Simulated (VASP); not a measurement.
Here is a VASP 6.6.1 calculation.

The input INCAR:

```
ALGO = Fast
EDIFF = 1E-7
ENCUT = 520
GGA = PE
ISIF = 2
ISMEAR = 0
LASPH = True
LCHARG = False
LREAL = False
LWAVE = False
NBANDS = 14
NELM = 60
PREC = Accurate
SIGMA = 0.020999999999999998
```

The input KPOINTS:

```
k-points
0
Gamma
  12 12 12
```

Contents of POSCAR:

```
Rh
1.0
    0.0000000000      1.8978500000      1.8978500000
    1.8978500000      0.0000000000      1.8978500000
    1.8978500000      1.8978500000      0.0000000000
Rh
1
Direct
    0.0000000000      0.0000000000      0.0000000000
```

Potentials or basis: VASP PAW PBE potentials, release 64 (Rh_pv).

Run with:

```bash
$ cat potpaw_PBE.64/Rh_pv/POTCAR > POTCAR
$ mpirun -np 1 vasp_std > vasp.out
```

(1) Predict the pressure.

(2) What does it give for the band gap on the k mesh?

Results:

(1) 7.3 GPa.

(2) zero (an odd number of electrons rules out a gap without spin polarisation).

Caveat: the cell stands under pressure.
